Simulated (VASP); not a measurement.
Set up this calculation in VASP 6.6.1, as the native input.

- Task: single point
- Functional: PBE
- Potentials or basis: VASP PAW PBE potentials, release 64 (B)
- Cutoff: 520 eV
- k mesh: 6 × 6 × 1
- Occupations: gaussian, width 0.1 eV
- Spin: no spin polarisation
- Dipole correction: yes
- Further INCAR settings: ALGO = Normal; EDIFF = 1e-06; NBANDS = 10

The structure of B lies in POSCAR:

```
B
1.0
    2.9054457485      0.0000000000      0.0000000000
   -1.4527228743      2.5161898275      0.0000000000
    0.0000000000      0.0000000000     23.9751106000
B
2
Direct
    0.6666666667      0.3333333333      0.3128245806
    0.3333333333      0.6666666667      0.3128242538
```

The input as run:

INCAR

```
  PREC = Accurate
  ENCUT = 520
  EDIFF = 1E-6
  ISMEAR = 0
  SIGMA = 0.1
  LREAL = F
  LASPH = T
  NELM = 60
  ALGO = Normal
  ISIF = 2
  LWAVE = F
  LCHARG = F
  LDIPOL = T
  IDIPOL = 3
  DIPOL = 0.5 0.5 0.313
  GGA = PE
  NBANDS = 10
```

KPOINTS

```
Automatic mesh
0
Gamma
  6 6 1
```

Potentials or basis: VASP PAW PBE potentials, release 64 (B).

Command:

```sh
$ cat potpaw_PBE.64/B/POTCAR > POTCAR
$ mpirun -np 1 vasp_std > vasp.out
```

Results of the run:

```json
{
 "Band gap on the k mesh": "zero (band 3 reaches -2.82 eV, above the bottom of band 4 at -5.46 eV)"
}
```

Caveat: the k points lie up to 0.42 Å⁻¹ apart.

Run time: 20 s on 1 thread of Intel(R) Xeon(R) Platinum 8259CL CPU @ 2.50GHz (Skylake/Cascade Lake), on a shared host, peak memory 0.27 GiB.
